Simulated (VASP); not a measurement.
# HfN (Fm-3m) in VASP: notebook

The runs below take HfN through single point, relaxation of volume and atoms at fixed shape, with PBE.

Everything below comes from runs of VASP 6.6.1. Logs are shortened: lines on timing, memory, paths and dates and some standing lists are left out, and cuts for length are marked.

**1. The cell of the first run**

Symmetry: Fm-3m, No. 225, cubic system. Conventional cell: a = 4.548 Å, b = 4.548 Å, c = 4.548 Å, α = 90.00°, β = 90.00°, γ = 90.00°. Within 3.0 Å of Hf (site symmetry m-3m) lie 6 N at 2.27 Å. Within 3.0 Å of N (site symmetry m-3m) lie 6 Hf at 2.27 Å.

**2. Single point, PBE**

The input, INCAR:

```
  ALGO = Normal
  EDIFF = 1E-6
  ENCUT = 600
  GGA = PE
  GGA_COMPAT = False
  ISIF = 2
  ISMEAR = 1
  LASPH = True
  LCHARG = True
  LELF = True
  LREAL = False
  LVHAR = True
  LWAVE = False
  NBANDS = 14
  NELM = 120
  PREC = Accurate
  SIGMA = 0.15
```

The input, KPOINTS:

```
k-points
0
Gamma
  11 11 11
```

The input, POSCAR:

```
HfN
1.0
    0.0000000000      2.2738262390      2.2738262390
    2.2738262390      0.0000000000      2.2738262390
    2.2738262390      2.2738262390      0.0000000000
Hf N
1 1
Direct
    0.0000000000      0.0000000000      0.0000000000
    0.5000000000      0.5000000000      0.5000000000
```

Potentials or basis: VASP PAW PBE potentials, release 64 (Hf_pv, N).

Command:

```bash
> cat potpaw_PBE.64/Hf_pv/POTCAR potpaw_PBE.64/N/POTCAR > POTCAR
> mpirun -np 1 vasp_std > vasp.out
```

OUTCAR:

```text
EDIFF = 1E-6
   ENCUT = 600
   GGA = PE
   ISIF = 2
   ISMEAR = 1
   LASPH = True
   LREAL = False
   NELM = 120
   PREC = Accurate

 ion  position               nearest neighbor table
   1  0.000  0.000  0.000-   2 2.27   2 2.27   2 2.27   2 2.27   2 2.27   2 2.27
   2  0.500  0.500  0.500-   1 2.27   1 2.27   1 2.27   1 2.27   1 2.27   1 2.27

  LATTYP: Found a face centered cubic cell.
 ALAT       =     4.5476524780

  Lattice vectors:

 A1 = (   0.0000000000,   2.2738262390,   2.2738262390)
 A2 = (   2.2738262390,   0.0000000000,   2.2738262390)
 A3 = (   2.2738262390,   2.2738262390,   0.0000000000)

Analysis of symmetry for initial positions (statically):
=====================================================================
 Subroutine PRICEL returns:
 Original cell was already a primitive cell.

 Routine SETGRP: Setting up the symmetry group for a
 face centered cubic supercell.

 Subroutine GETGRP returns: Found 48 space group operations
 (whereof 48 operations were pure point group operations)
 out of a pool of 48 trial point group operations.

The static configuration has the point symmetry O_h .

Analysis of symmetry for dynamics (positions and initial velocities):
=====================================================================
 Subroutine PRICEL returns:
 Original cell was already a primitive cell.

 Routine SETGRP: Setting up the symmetry group for a
 face centered cubic supercell.

 Subroutine GETGRP returns: Found 48 space group operations
 (whereof 48 operations were pure point group operations)
 out of a pool of 48 trial point group operations.

The dynamic configuration has the point symmetry O_h .

 Subroutine INISYM returns: Found 48 space group operations
 (whereof 48 operations are pure point group operations),
 and found     1 'primitive' translations

----------------------------------------------------------------------------------------

                                     Primitive cell

  volume of cell :      23.5127

  direct lattice vectors                    reciprocal lattice vectors
     0.000000000  2.273826239  2.273826239    -0.219893671  0.219893671  0.219893671
     2.273826239  0.000000000  2.273826239     0.219893671 -0.219893671  0.219893671
     2.273826239  2.273826239  0.000000000     0.219893671  0.219893671 -0.219893671

  length of vectors
     3.215675906  3.215675906  3.215675906     0.380867011  0.380867011  0.380867011

  position of ions in fractional coordinates (direct lattice)
     0.000000000  0.000000000  0.000000000
     0.500000000  0.500000000  0.500000000

  ion indices of the primitive-cell ions
   primitive index   ion index
                 1           1
                 2           2

----------------------------------------------------------------------------------------

 KPOINTS: k-points

Automatic generation of k-mesh.
 Grid dimensions read from file:
 generate k-points for:   11   11   11

 Generating k-lattice:

  Cartesian coordinates                     Fractional coordinates (reciprocal lattice)
    -0.019990334  0.019990334  0.019990334     0.090909091  0.000000000  0.000000000
     0.019990334 -0.019990334  0.019990334     0.000000000  0.090909091  0.000000000
     0.019990334  0.019990334 -0.019990334     0.000000000  0.000000000  0.090909091

  Length of vectors
     0.034624274  0.034624274  0.034624274

  Shift w.r.t. Gamma in fractional coordinates (k-lattice)
     0.000000000  0.000000000  0.000000000

 Subroutine IBZKPT returns following result:
 ===========================================

 Found     56 irreducible k-points:

 Following reciprocal coordinates:
            Coordinates               Weight
  0.000000  0.000000  0.000000      1.000000
  0.090909  0.000000  0.000000      8.000000
  0.181818  0.000000  0.000000      8.000000
  0.272727  0.000000  0.000000      8.000000
  0.363636  0.000000  0.000000      8.000000
  0.454545  0.000000  0.000000      8.000000
[... 16 lines left out ...]
 -0.272727  0.181818  0.000000     24.000000
 -0.181818  0.181818  0.000000     12.000000
 [... further k-points ...]
   k-points           NKPTS =     56   k-points in BZ     NKDIM =     56   number of bands    NBANDS=     14
   number of dos      NEDOS =    301   number of ions     NIONS =      2
   total plane-waves  NPLWV =  21952
   dimension x,y,z NGX =    28 NGY =   28 NGZ =   28
   dimension x,y,z NGXF=    56 NGYF=   56 NGZF=   56
   ions per type =               1   1
   NGX,Y,Z   is equivalent  to a cutoff of  14.48, 14.48, 14.48 a.u.
   NGXF,Y,Z  is equivalent  to a cutoff of  28.95, 28.95, 28.95 a.u.
 SYSTEM =  unknown system
   PREC   = accura    normal or accurate (medium, high low for compatibility)
   ISTART =      0    job   : 0-new  1-cont  2-samecut
   ICHARG =      2    charge: 1-file 2-atom 10-const
   ISPIN  =      1    spin polarized calculation?
   LNONCOLLINEAR =      F non collinear calculations
   LSORBIT =      F    spin-orbit coupling
   LASPH  =      T    aspherical Exc in radial PAW
   ENCUT  =  600.0 eV  44.10 Ry    6.64 a.u.   6.42  6.42  6.42*2*pi/ulx,y,z
   NELM   =    120;   NELMIN=  2; NELMDL= -5     # of ELM steps
   EDIFF  = 0.1E-05   stopping-criterion for ELM
   LREAL  =      F    real-space projection
   EDIFFG = 0.1E-04   stopping-criterion for IOM
   NSW    =      0    number of steps for IOM
   IBRION =     -1    ionic relax: 0-MD 1-quasi-New 2-CG
   NFREE  =      0    steps in history (QN), initial steepest desc. (CG)
   ISIF   =      2    stress and relaxation
   ISYM   =      2    0-nonsym 1-usesym 2-fastsym
   POTIM  = 0.5000    time-step for ionic-motion
   TEBEG  =    0.0;   TEEND  =   0.0 temperature during run
   PSTRESS=    0.0 pullay stress
   NELECT =      15.0000    total number of electrons
   NUPDOWN=      -1.0000    fix difference up-down
   EMIN   =  10.00;   EMAX   =-10.00  energy-range for DOS
   EFERMI =   0.00;   METHOD = LEGACY
   ISMEAR =     1;   SIGMA  =   0.15  broadening in eV -4-tet -1-fermi 0-gaus
   EFERMI_NEDOS =   21; number of points for ismear=-14 and -15
   IALGO  =     38    algorithm
   IMIX   =      4    mixing-type and parameters
     AMIX     =   0.40;   BMIX     =  1.00
     AMIX_MAG =   1.60;   BMIX_MAG =  1.00
  volume/ion in A,a.u.               =      11.76        79.34
  Fermi-wavevector in a.u.,A,eV,Ry     =   1.409304  2.663198 27.023040  1.986137
  Thomas-Fermi vector in A             =   2.531373
   LORBIT       =      0    0 simple, 1 ext, 2 COOP (PROOUT), +10 PAW based schemes
   GGA     = PE    functional components
   LHFCALC =     F    Hartree Fock is set to
   AEXX    =    0.0000 exact exchange contribution
   IVDW    =     0    specifies the selected vdW correction
   LEPSILON=     F    determine dielectric tensor
   LRPA    =     F    only Hartree local field effects (RPA)
 non-spin polarized calculation
 Methfessel and Paxton  Order N= 1 SIGMA  =   0.15
  energy-cutoff  :      600.00
  volume of cell :       23.51
 maximum number of plane-waves:       801
 NGX is ok and might be reduce to    28
   NGX = 13   NGY = 13   NGZ = 13

 number of electron      15.0000000 magnetization

 Free energy of the ion-electron system (eV)
  ---------------------------------------------------
  ext. energy  EPLUGINS =         0.00000000
  ---------------------------------------------------
  free energy    TOTEN  =       -21.75220274 eV

  energy without entropy =      -21.75145985  energy(sigma->0) =      -21.75195511

 E-fermi :   8.1559     XC(G=0): -12.6297

 val. band max:        8.1493754396   @ k =   0.4545   0.1818   0.0000
 cond. band min:       8.1968167427   @ k =  -0.0909   0.0909   0.0000
 fundamental gap:      0.0474413031
 Fermi energy:         8.1559126399

 k-point     1 :       0.0000    0.0000    0.0000
  band No.  band energies     occupation
      1     -23.0217      2.00000
      2     -23.0217      2.00000
      3     -23.0217      2.00000
      4      -9.1813      2.00000
      5       5.2093      2.00000
      6       5.2093      2.00000
      7       5.2093      2.00000
      8       7.8737      2.02302
      9       7.8737      2.02302
     10       7.8737      2.02302
     11       9.8227     -0.00000
     12      10.1307     -0.00000
     13      10.1307     -0.00000
     14      17.7268      0.00000

 k-point     2 :       0.0909    0.0000    0.0000
  band No.  band energies     occupation
      1     -23.0988      2.00000
      2     -23.0283      2.00000
      3     -23.0283      2.00000
      4      -9.0005      2.00000
      5       4.4299      2.00000
      6       4.7617      2.00000
      7       4.7617      2.00000
      8       8.0617      1.86467
      9       8.1400      1.17790
     10       8.1400      1.17790
     11      10.4196     -0.00000
     12      10.7315     -0.00000
     13      10.7315     -0.00000
     14      18.3486      0.00000

 k-point     3 :       0.1818    0.0000    0.0000
  band No.  band energies     occupation
      1     -23.2992      2.00000
      2     -23.0458      2.00000
      3     -23.0458      2.00000
      4      -8.5037      2.00000
      5       2.9525      2.00000
      6       3.8914      2.00000
      7       3.8914      2.00000
      8       8.3700     -0.06148
      9       8.8123     -0.00000
     10       8.8123     -0.00000
     11      11.7098      0.00000
     12      12.1396      0.00000
     13      12.1396      0.00000
     14      19.9012      0.00000
[... 324 lines left out ...]
 k-point    23 :      -0.2727    0.1818    0.0000
  band No.  band energies     occupation
      1     -23.6605      2.00000
      2     -23.2731      2.00000
      3     -23.0859      2.00000
      4      -7.2698      2.00000
      5       0.6268      2.00000
      6       2.4436      2.00000
      7       3.0061      2.00000
      8       9.5647     -0.00000
      9      10.0823     -0.00000
     10      11.6500      0.00000
     11      12.4143      0.00000
     12      15.2676      0.00000
     13      16.4178      0.00000
     14      20.0501      0.00000

 k-point    24 :      -0.1818    0.1818    0.0000
  band No.  band energies     occupation
      1     -23.5210      2.00000
      2     -23.2062      2.00000
      3     -23.0549      2.00000
      4      -7.7266      2.00000
      5       1.3153      2.00000
      6       2.7664      2.00000
      7       3.4752      2.00000
      8       9.0393     -0.00000
      9       9.2576     -0.00000
     10      11.1774      0.00000
     11      11.3572      0.00000
     12      14.2322      0.00000
     13      15.2017      0.00000
     14      20.3247      0.00000

 [... further k-points ...]

------------------------ aborting loop because EDIFF is reached ----------------------------------------

  FORCE on cell =-STRESS in cart. coord.  units (eV):
  Direction    XX          YY          ZZ          XY          YZ          ZX
  --------------------------------------------------------------------------------------
  -------------------------------------------------------------------------------------
  Total       -0.3469194     -0.3469194     -0.3469194      0.0000000     -0.0000000      0.0000000
  in kB      -23.6394494    -23.6394494    -23.6394494      0.0000000     -0.0000000      0.0000000
  external PRESSURE =     -23.6394494 kB  Pullay stress =       0.0000000 kB

 VOLUME and BASIS-vectors are now :
 -----------------------------------------------------------------------------
  energy-cutoff  :      600.00
  volume of cell :       23.51
      direct lattice vectors                 reciprocal lattice vectors
     0.000000000  2.273826239  2.273826239    -0.219893671  0.219893671  0.219893671
     2.273826239  0.000000000  2.273826239     0.219893671 -0.219893671  0.219893671
     2.273826239  2.273826239  0.000000000     0.219893671  0.219893671 -0.219893671

 POSITION                                       TOTAL-FORCE (eV/Angst)
 -----------------------------------------------------------------------------------
      0.00000      0.00000      0.00000        -0.000000      0.000000      0.000000
      2.27383      2.27383      2.27383         0.000000     -0.000000     -0.000000
 -----------------------------------------------------------------------------------
    total drift:                                0.000000      0.000000      0.000000

  FREE ENERGIE OF THE ION-ELECTRON SYSTEM (eV)
  ---------------------------------------------------
  free  energy   TOTEN  =       -21.7522027389 eV

  energy  without entropy=      -21.7514598504  energy(sigma->0) =      -21.75195511
```

Run time: 22 s. Hardware: 1 thread of Intel Xeon Platinum 8488C (Sapphire Rapids), shared host; peak memory 0.17 GiB.

Results:

```yaml
Free_energy: -21.7522 eV
Pressure: -2.4 GPa
```

Caveat: spin-orbit coupling is left out, which moves the levels of the heavy elements.

**3. Relaxation of volume and atoms at fixed shape, PBE**

This run uses another cell than the first one, of 11.48 Å³/atom, 0.977 times its volume.

The input, INCAR:

```
SYSTEM = HfN
ALGO = Normal
EDIFF = 1E-7
EDIFFG = -0.03
ENCUT = 600
GGA = PE
GGA_COMPAT = .FALSE.
IBRION = 2
ISIF = 8
ISMEAR = 1
LASPH = .TRUE.
LCHARG = .FALSE.
LREAL = .FALSE.
LWAVE = .FALSE.
NELM = 120
NELMIN = 4
NSW = 80
PREC = Accurate
SIGMA = 0.15
```

The input, KPOINTS:

```
k-points
0
G
  11 11 11
  0 0 0
```

The input, POSCAR:

```
HfN
1.0
    0.0000000000      2.2560000000      2.2560000000
    2.2560000000      0.0000000000      2.2560000000
    2.2560000000      2.2560000000      0.0000000000
Hf N
1 1
Direct
    0.0000000000      0.0000000000      0.0000000000
    0.5000000000      0.5000000000      0.5000000000
```

Potentials or basis: VASP PAW PBE potentials, release 64 (Hf_pv, N).

Command:

```bash
> cat potpaw_PBE.64/Hf_pv/POTCAR potpaw_PBE.64/N/POTCAR > POTCAR
> mpirun -np 1 vasp_std > vasp.out
```

Run time: 44 s. Hardware: 1 thread of Intel Xeon Platinum 8488C (Sapphire Rapids), shared host; peak memory 0.17 GiB.

The run converged. Its results:

```
Free energy                            : -21.7530 eV
Relaxed volume                         : 11.65 Å³/atom
Relaxed cell                           : a = 3.206 Å, b = 3.206 Å, c = 3.206 Å, α = 60.00°, β = 60.00°, γ = 60.00°
Space group after relaxing (to 0.05 Å) : Fm-3m (No. 225)
Energy gained by relaxing              : 2.2 meV/atom
Ionic steps                            : 3
Pressure after relaxing                : 0.0 GPa
```

Step by step:
```tsv
step	energy change (eV)	largest force (eV/Å)	pressure (GPa)	volume (Å³)
1	0.0000	0.0000	4.12	22.96
2	0.0105	0.0000	-7.04	23.96
3	-0.0043	0.0000	-0.02	23.31
```

Final structure:
```cif
data_structure
_symmetry_space_group_name_H-M 'P 1'
_symmetry_Int_Tables_number 1
_cell_length_a 3.2063
_cell_length_b 3.2063
_cell_length_c 3.2063
_cell_angle_alpha 60.000
_cell_angle_beta 60.000
_cell_angle_gamma 60.000
_cell_volume 23.31
loop_
_atom_site_label
_atom_site_type_symbol
_atom_site_fract_x
_atom_site_fract_y
_atom_site_fract_z
_atom_site_occupancy
Hf1 Hf 0.00000 0.00000 0.00000 1
N1 N 0.50000 0.50000 0.50000 1
```

Levels at points of the mesh, in eV from the Fermi level:
```tsv
k point	band 5	band 6	band 7	band 8	band 9	band 10	band 11
(0.00, 0.00, 0.00)	-2.96	-2.96	-2.96	-0.29	-0.29	-0.29	1.75
```

Caveat: spin-orbit coupling is left out, which moves the levels of the heavy elements. PBE usually gives volumes a little too large and moduli too small.
